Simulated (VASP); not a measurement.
# LiH (Fm-3m) in VASP: further runs

The runs below take LiH through single point, relaxation of cell and atoms, with r2SCAN.

Program: VASP 6.6.1. These are calculated values, not measurements. Logs are shortened: lines on timing, memory, paths and dates and some standing lists are left out, and cuts for length are marked.

### Step 1. The cell of the first run

Symmetry: Fm-3m, No. 225, cubic system. Conventional cell: a = 3.964 Å, b = 3.964 Å, c = 3.964 Å, α = 90.00°, β = 90.00°, γ = 90.00°. Li (site symmetry m-3m) has 6 H at 1.98 Å within 2.6 Å. H (site symmetry m-3m) has 6 Li at 1.98 Å within 2.6 Å.

### Step 2. Single point, r2SCAN (7.79 Å³/atom)

POSCAR reads:

```
LiH
1.0
    0.0000000000      1.9821065009      1.9821065009
    1.9821065009      0.0000000000      1.9821065009
    1.9821065009      1.9821065009      0.0000000000
Li H
1 1
Direct
    0.0000000000      0.0000000000      0.0000000000
    0.5000000000      0.5000000000      0.5000000000
```

INCAR.step1 reads:

```
SYSTEM = LiH
PREC = Accurate
ENCUT = 520
ISMEAR = 0
SIGMA = 0.02
LREAL = .False.
LASPH = .True.
NELM = 100
NBANDS = 9
GGA = PE
ALGO = Normal
EDIFF = 1E-4
LWAVE = .True.
LCHARG = .False.
```

INCAR.step2 reads:

```
SYSTEM = LiH
PREC = Accurate
ENCUT = 520
EDIFF = 1E-7
ISMEAR = 0
SIGMA = 0.02
LREAL = .False.
LASPH = .True.
NELM = 100
ALGO = Normal
ISIF = 2
LWAVE = .False.
LCHARG = .False.
METAGGA = R2SCAN
LMIXTAU = .True.
NBANDS = 9
ISTART = 1
```

KPOINTS reads:

```
Automatic mesh
0
Gamma
  10 10 10
  0 0 0
```

Potentials or basis: VASP PAW PBE potentials, release 64 (Li_sv, H).

The run is started by

```sh
$ cat potpaw_PBE.64/Li_sv/POTCAR potpaw_PBE.64/H/POTCAR > POTCAR
$ cp INCAR.step1 INCAR
$ mpirun -np 1 vasp_std > vasp.out
$ cp INCAR.step2 INCAR
$ mpirun -np 1 vasp_std > vasp.out
```

OUTCAR:

```text
SYSTEM = LiH
   PREC = Accurate
   ENCUT = 520
   EDIFF = 1E-7
   ISMEAR = 0
   LREAL = .False.
   LASPH = .True.
   NELM = 100
   ISIF = 2
   METAGGA = R2SCAN
   ISTART = 1

 ion  position               nearest neighbor table
   1  0.000  0.000  0.000-
   2  0.500  0.500  0.500-

  LATTYP: Found a face centered cubic cell.
 ALAT       =     3.9642130018

  Lattice vectors:

 A1 = (   0.0000000000,   1.9821065009,   1.9821065009)
 A2 = (   1.9821065009,   0.0000000000,   1.9821065009)
 A3 = (   1.9821065009,   1.9821065009,   0.0000000000)

Analysis of symmetry for initial positions (statically):
=====================================================================
 Subroutine PRICEL returns:
 Original cell was already a primitive cell.

 Routine SETGRP: Setting up the symmetry group for a
 face centered cubic supercell.

 Subroutine GETGRP returns: Found 48 space group operations
 (whereof 48 operations were pure point group operations)
 out of a pool of 48 trial point group operations.

The static configuration has the point symmetry O_h .

Analysis of symmetry for dynamics (positions and initial velocities):
=====================================================================
 Subroutine PRICEL returns:
 Original cell was already a primitive cell.

 Routine SETGRP: Setting up the symmetry group for a
 face centered cubic supercell.

 Subroutine GETGRP returns: Found 48 space group operations
 (whereof 48 operations were pure point group operations)
 out of a pool of 48 trial point group operations.

The dynamic configuration has the point symmetry O_h .

 Subroutine INISYM returns: Found 48 space group operations
 (whereof 48 operations are pure point group operations),
 and found     1 'primitive' translations

----------------------------------------------------------------------------------------

                                     Primitive cell

  volume of cell :      15.5744

  direct lattice vectors                    reciprocal lattice vectors
     0.000000000  1.982106501  1.982106501    -0.252256879  0.252256879  0.252256879
     1.982106501  0.000000000  1.982106501     0.252256879 -0.252256879  0.252256879
     1.982106501  1.982106501  0.000000000     0.252256879  0.252256879 -0.252256879

  length of vectors
     2.803121896  2.803121896  2.803121896     0.436921731  0.436921731  0.436921731

  position of ions in fractional coordinates (direct lattice)
     0.000000000  0.000000000  0.000000000
     0.500000000  0.500000000  0.500000000

  ion indices of the primitive-cell ions
   primitive index   ion index
                 1           1
                 2           2

----------------------------------------------------------------------------------------

 KPOINTS: Automatic mesh

Automatic generation of k-mesh.
 Grid dimensions read from file:
 generate k-points for:   10   10   10

 Generating k-lattice:

  Cartesian coordinates                     Fractional coordinates (reciprocal lattice)
    -0.025225688  0.025225688  0.025225688     0.100000000  0.000000000  0.000000000
     0.025225688 -0.025225688  0.025225688     0.000000000  0.100000000  0.000000000
     0.025225688  0.025225688 -0.025225688     0.000000000  0.000000000  0.100000000

  Length of vectors
     0.043692173  0.043692173  0.043692173

  Shift w.r.t. Gamma in fractional coordinates (k-lattice)
     0.000000000  0.000000000  0.000000000

 Subroutine IBZKPT returns following result:
 ===========================================

 Found     47 irreducible k-points:

 Following reciprocal coordinates:
            Coordinates               Weight
  0.000000  0.000000  0.000000      1.000000
  0.100000  0.000000  0.000000      8.000000
  0.200000  0.000000  0.000000      8.000000
  0.300000  0.000000  0.000000      8.000000
  0.400000  0.000000  0.000000      8.000000
  0.500000  0.000000  0.000000      4.000000
[... 16 lines left out ...]
  0.300000  0.300000  0.000000      6.000000
  0.400000  0.300000  0.000000     24.000000
 [... further k-points ...]
   k-points           NKPTS =     47   k-points in BZ     NKDIM =     47   number of bands    NBANDS=      9
   number of dos      NEDOS =    301   number of ions     NIONS =      2
   total plane-waves  NPLWV =  13824
   dimension x,y,z NGX =    24 NGY =   24 NGZ =   24
   dimension x,y,z NGXF=    48 NGYF=   48 NGZF=   48
   ions per type =               1   1
   NGX,Y,Z   is equivalent  to a cutoff of  14.23, 14.23, 14.23 a.u.
   NGXF,Y,Z  is equivalent  to a cutoff of  28.47, 28.47, 28.47 a.u.
 SYSTEM =  LiH
   PREC   = accura    normal or accurate (medium, high low for compatibility)
   ISTART =      1    job   : 0-new  1-cont  2-samecut
   ICHARG =      0    charge: 1-file 2-atom 10-const
   ISPIN  =      1    spin polarized calculation?
   LNONCOLLINEAR =      F non collinear calculations
   LSORBIT =      F    spin-orbit coupling
   LASPH  =      T    aspherical Exc in radial PAW
   ENCUT  =  520.0 eV  38.22 Ry    6.18 a.u.   5.21  5.21  5.21*2*pi/ulx,y,z
   NELM   =    100;   NELMIN=  2; NELMDL=  0     # of ELM steps
   EDIFF  = 0.1E-06   stopping-criterion for ELM
   LREAL  =      F    real-space projection
   EDIFFG = 0.1E-05   stopping-criterion for IOM
   NSW    =      0    number of steps for IOM
   IBRION =     -1    ionic relax: 0-MD 1-quasi-New 2-CG
   NFREE  =      0    steps in history (QN), initial steepest desc. (CG)
   ISIF   =      2    stress and relaxation
   ISYM   =      2    0-nonsym 1-usesym 2-fastsym
   POTIM  = 0.5000    time-step for ionic-motion
   TEBEG  =    0.0;   TEEND  =   0.0 temperature during run
   PSTRESS=    0.0 pullay stress
   NELECT =       4.0000    total number of electrons
   NUPDOWN=      -1.0000    fix difference up-down
   EMIN   =  10.00;   EMAX   =-10.00  energy-range for DOS
   EFERMI =   0.00;   METHOD = LEGACY
   ISMEAR =     0;   SIGMA  =   0.02  broadening in eV -4-tet -1-fermi 0-gaus
   EFERMI_NEDOS =   21; number of points for ismear=-14 and -15
   IALGO  =     38    algorithm
   IMIX   =      4    mixing-type and parameters
     AMIX     =   0.40;   BMIX     =  1.00
     AMIX_MAG =   1.60;   BMIX_MAG =  1.00
  volume/ion in A,a.u.               =       7.79        52.55
  Fermi-wavevector in a.u.,A,eV,Ry     =   1.040618  1.966482 14.733545  1.082885
  Thomas-Fermi vector in A             =   2.175201
   LORBIT       =      0    0 simple, 1 ext, 2 COOP (PROOUT), +10 PAW based schemes
   METAGGA = R2SCAN    functional components
   LHFCALC =     F    Hartree Fock is set to
   AEXX    =    0.0000 exact exchange contribution
   IVDW    =     0    specifies the selected vdW correction
   LEPSILON=     F    determine dielectric tensor
   LRPA    =     F    only Hartree local field effects (RPA)
 non-spin polarized calculation
 Gauss-broadening in eV      SIGMA  =   0.02
  energy-cutoff  :      520.00
  volume of cell :       15.57
 maximum number of plane-waves:       444
 NGX is ok and might be reduce to    24
   NGX = 11   NGY = 11   NGZ = 11

 number of electron       3.9999998 magnetization

 Free energy of the ion-electron system (eV)
  ---------------------------------------------------
  ext. energy  EPLUGINS =         0.00000000
  ---------------------------------------------------
  free energy    TOTEN  =        -6.81618303 eV

  energy without entropy =       -6.81618303  energy(sigma->0) =       -6.81618303

 E-fermi :   0.2766     XC(G=0):  -8.9406

 val. band max:       -0.0316092028   @ k =   0.5000   0.5000   0.0000
 cond. band min:       3.5304382217   @ k =   0.5000   0.5000   0.0000
 fundamental gap:      3.5620474244
 Fermi energy:         0.2765704381

 k-point     1 :       0.0000    0.0000    0.0000
  band No.  band energies     occupation
      1     -45.7327      2.00000
      2      -5.6055      2.00000
      3      18.0612      0.00000
      4      19.7322      0.00000
      5      19.7322      0.00000
      6      19.7327      0.00000
      7      24.2131      0.00000
      8      24.2131      0.00000
      9      24.2132      0.00000

 k-point     2 :       0.1000    0.0000    0.0000
  band No.  band energies     occupation
      1     -45.7279      2.00000
      2      -5.4235      2.00000
      3      16.1868      0.00000
      4      18.7384      0.00000
      5      19.2661      0.00000
      6      19.2666      0.00000
      7      23.9875      0.00000
      8      25.2214      0.00000
      9      25.2216      0.00000

 k-point     3 :       0.2000    0.0000    0.0000
  band No.  band energies     occupation
      1     -45.7152      2.00000
      2      -4.8918      2.00000
      3      12.5469      0.00000
      4      17.3859      0.00000
      5      18.5652      0.00000
      6      18.5656      0.00000
      7      25.0184      0.00000
      8      25.0186      0.00000
      9      25.0734      0.00000

 k-point     4 :       0.3000    0.0000    0.0000
  band No.  band energies     occupation
      1     -45.6996      2.00000
      2      -4.0795      2.00000
      3       9.1772      0.00000
      4      16.2296      0.00000
      5      18.1916      0.00000
      6      18.1920      0.00000
      7      22.6588      0.00000
      8      22.6590      0.00000
      9      26.8243      0.00000
[... 205 lines left out ...]
 k-point    22 :      -0.2000    0.2000    0.0000
  band No.  band energies     occupation
      1     -45.6942      2.00000
      2      -3.7269      2.00000
      3      10.5152      0.00000
      4      10.7302      0.00000
      5      17.8821      0.00000
      6      18.8238      0.00000
      7      23.3187      0.00000
      8      26.0974      0.00000
      9      27.3917      0.00000

 k-point    23 :       0.3000    0.3000    0.0000
  band No.  band energies     occupation
      1     -45.6893      2.00000
      2      -3.2964      2.00000
      3       9.4490      0.00000
      4      13.4262      0.00000
      5      13.4264      0.00000
      6      16.8026      0.00000
      7      19.7447      0.00000
      8      30.7647      0.00000
      9      33.8701      0.00000

 k-point    24 :       0.4000    0.3000    0.0000
  band No.  band energies     occupation
      1     -45.6794      2.00000
      2      -2.3761      2.00000
      3       7.4184      0.00000
      4      11.5400      0.00000
      5      12.9508      0.00000
      6      17.7406      0.00000
      7      19.7703      0.00000
      8      31.8605      0.00000
      9      32.4985      0.00000

 [... further k-points ...]

------------------------ aborting loop because EDIFF is reached ----------------------------------------

  FORCE on cell =-STRESS in cart. coord.  units (eV):
  Direction    XX          YY          ZZ          XY          YZ          ZX
  --------------------------------------------------------------------------------------
  -------------------------------------------------------------------------------------
  Total        0.0664454      0.0664454      0.0664454     -0.0000000      0.0000000     -0.0000000
  in kB        6.8354097      6.8354097      6.8354097     -0.0000000      0.0000000     -0.0000000
  external PRESSURE =       6.8354097 kB  Pullay stress =       0.0000000 kB

 VOLUME and BASIS-vectors are now :
 -----------------------------------------------------------------------------
  energy-cutoff  :      520.00
  volume of cell :       15.57
      direct lattice vectors                 reciprocal lattice vectors
     0.000000000  1.982106501  1.982106501    -0.252256879  0.252256879  0.252256879
     1.982106501  0.000000000  1.982106501     0.252256879 -0.252256879  0.252256879
     1.982106501  1.982106501  0.000000000     0.252256879  0.252256879 -0.252256879

 POSITION                                       TOTAL-FORCE (eV/Angst)
 -----------------------------------------------------------------------------------
      0.00000      0.00000      0.00000         0.000000      0.000000     -0.000000
      1.98211      1.98211      1.98211        -0.000000     -0.000000      0.000000
 -----------------------------------------------------------------------------------
    total drift:                                0.000000     -0.000000     -0.000000

  FREE ENERGIE OF THE ION-ELECTRON SYSTEM (eV)
  ---------------------------------------------------
  free  energy   TOTEN  =        -6.8161830275 eV

  energy  without entropy=       -6.8161830275  energy(sigma->0) =       -6.81618303
```

Run time: 40 s. Hardware: 1 thread of Intel Xeon 8259CL, shared host; peak memory 0.14 GiB.

Results:

```
Free energy            : -6.8162 eV
Band gap on the k mesh : 3.56 eV
```

Levels at points of the mesh, in eV from the valence-band top:
| k point | band 1 | band 2 | band 3 | band 4 | band 5 | band 6 |
| --- | --- | --- | --- | --- | --- | --- |
| (0.00, 0.00, 0.00) | -45.70 | -5.57 | 18.09 | 19.76 | 19.76 | 19.76 |
| (0.50, 0.00, 0.00) | -45.65 | -2.73 | 5.76 | 15.25 | 18.49 | 18.49 |
| (0.50, 0.50, 0.00) | -45.64 | 0.00 | 3.56 | 11.92 | 11.92 | 15.26 |

Caveat: the cutoff is under 1.25 times the usual one of these potentials, so pressure, stress and relaxed cells hold a basis-set (Pulay) error; the PAW data sets were made with another functional, which shifts forces and pressure a little. r2SCAN opens gaps a little over a GGA but as a rule still falls short of measured ones.

### Step 3. Single point, r2SCAN (8.27 Å³/atom)

This run uses another cell than the first one, of 8.27 Å³/atom.

POSCAR reads:

```
LiH
1.0
    0.0000000000      2.0221598477      2.0221598477
    2.0221598477      0.0000000000      2.0221598477
    2.0221598477      2.0221598477      0.0000000000
Li H
1 1
Direct
    0.0000000000      0.0000000000      0.0000000000
    0.5000000000      0.5000000000      0.5000000000
```

INCAR.step1 reads:

```
SYSTEM = LiH
PREC = Accurate ; ENCUT = 520
ISMEAR = 0 ; SIGMA = 0.02
LREAL = .False. ; LASPH = .True.
NELM = 60 ; NBANDS = 9
GGA = PE ; ALGO = Normal
EDIFF = 1E-4 ; LWAVE = .True.
LCHARG = .False.
```

INCAR.step2 reads:

```
SYSTEM = LiH
PREC = Accurate ; ENCUT = 520
EDIFF = 1E-6 ; ISMEAR = 0
SIGMA = 0.02 ; LREAL = .False.
LASPH = .True. ; NELM = 60
ALGO = Normal ; ISIF = 2
LWAVE = .False. ; LCHARG = .False.
METAGGA = R2SCAN ; LMIXTAU = .True.
NBANDS = 9 ; ISTART = 1
```

KPOINTS is that of step 2.

Potentials or basis: VASP PAW PBE potentials, release 64 (Li_sv, H).

The run is started by

```sh
$ cat potpaw_PBE.64/Li_sv/POTCAR potpaw_PBE.64/H/POTCAR > POTCAR
$ cp INCAR.step1 INCAR
$ mpirun -np 1 vasp_std > vasp.out
$ cp INCAR.step2 INCAR
$ mpirun -np 1 vasp_std > vasp.out
```

OUTCAR:

```text
SYSTEM = LiH
   PREC = Accurate
   ENCUT = 520
   EDIFF = 1E-6
   ISMEAR = 0
   LREAL = .False.
   LASPH = .True.
   NELM = 60
   ISIF = 2
   METAGGA = R2SCAN
   ISTART = 1

 ion  position               nearest neighbor table
   1  0.000  0.000  0.000-
   2  0.500  0.500  0.500-

  LATTYP: Found a face centered cubic cell.
 ALAT       =     4.0443196954

  Lattice vectors:

 A1 = (   0.0000000000,   2.0221598477,   2.0221598477)
 A2 = (   2.0221598477,   0.0000000000,   2.0221598477)
 A3 = (   2.0221598477,   2.0221598477,   0.0000000000)

Analysis of symmetry for initial positions (statically):
=====================================================================
 Subroutine PRICEL returns:
 Original cell was already a primitive cell.

 Routine SETGRP: Setting up the symmetry group for a
 face centered cubic supercell.

 Subroutine GETGRP returns: Found 48 space group operations
 (whereof 48 operations were pure point group operations)
 out of a pool of 48 trial point group operations.

The static configuration has the point symmetry O_h .
[... 166 lines left out ...]
 fundamental gap:      3.5962174505
 Fermi energy:        -0.1530838794

 k-point     1 :       0.0000    0.0000    0.0000
  band No.  band energies     occupation
      1     -46.0626      2.00000
      2      -5.6571      2.00000
      3      16.9512      0.00000
      4      18.7852      0.00000
      5      18.7852      0.00000
      6      18.7860      0.00000
      7      23.1840      0.00000
      8      23.1840      0.00000
      9      23.1841      0.00000
[... 265 lines left out ...]
 k-point    24 :       0.4000    0.3000    0.0000
  band No.  band energies     occupation
      1     -46.0199      2.00000
      2      -2.5216      2.00000
      3       6.9555      0.00000
      4      10.9581      0.00000
      5      12.3126      0.00000
      6      16.9297      0.00000
      7      18.6759      0.00000
      8      30.3984      0.00000
      9      31.0856      0.00000

 [... further k-points ...]

------------------------ aborting loop because EDIFF is reached ----------------------------------------

  FORCE on cell =-STRESS in cart. coord.  units (eV):
  Direction    XX          YY          ZZ          XY          YZ          ZX
  --------------------------------------------------------------------------------------
  -------------------------------------------------------------------------------------
  Total       -0.1350435     -0.1350435     -0.1350435     -0.0000000      0.0000000     -0.0000000
  in kB      -13.0830099    -13.0830099    -13.0830099     -0.0000000      0.0000000     -0.0000000
  external PRESSURE =     -13.0830099 kB  Pullay stress =       0.0000000 kB

 VOLUME and BASIS-vectors are now :
 -----------------------------------------------------------------------------
  energy-cutoff  :      520.00
  volume of cell :       16.54
      direct lattice vectors                 reciprocal lattice vectors
     0.000000000  2.022159848  2.022159848    -0.247260374  0.247260374  0.247260374
     2.022159848  0.000000000  2.022159848     0.247260374 -0.247260374  0.247260374
     2.022159848  2.022159848  0.000000000     0.247260374  0.247260374 -0.247260374

 POSITION                                       TOTAL-FORCE (eV/Angst)
 -----------------------------------------------------------------------------------
      0.00000      0.00000      0.00000         0.000000      0.000000      0.000000
      2.02216      2.02216      2.02216        -0.000000     -0.000000     -0.000000
 -----------------------------------------------------------------------------------
    total drift:                                0.000000     -0.000000     -0.000000

  FREE ENERGIE OF THE ION-ELECTRON SYSTEM (eV)
  ---------------------------------------------------
  free  energy   TOTEN  =        -6.8158932309 eV

  energy  without entropy=       -6.8158932309  energy(sigma->0) =       -6.81589323
```

Run time: 36 s. Hardware: 1 thread of Intel Xeon 8259CL, shared host; peak memory 0.14 GiB.

What came out:

| Item | Value |
| --- | --- |
| Free energy | -6.8159 eV |
| Band gap on the k mesh | 3.60 eV |

Levels at points of the mesh, in eV from the valence-band top:
```tsv
k point	band 1	band 2	band 3	band 4	band 5	band 6	band 7
(0.00, 0.00, 0.00)	-45.75	-5.35	17.26	19.09	19.09	19.09	23.49
(0.50, 0.00, 0.00)	-45.71	-2.56	5.60	14.70	17.89	17.89	19.54
(0.50, 0.50, 0.00)	-45.70	0.00	3.60	11.60	11.60	14.87	18.77
```

Caveat: the cutoff is under 1.25 times the usual one of these potentials, so pressure, stress and relaxed cells hold a basis-set (Pulay) error; the PAW data sets were made with another functional, which shifts forces and pressure a little. r2SCAN opens gaps a little over a GGA but as a rule still falls short of measured ones.

[end of part 1 of 2]
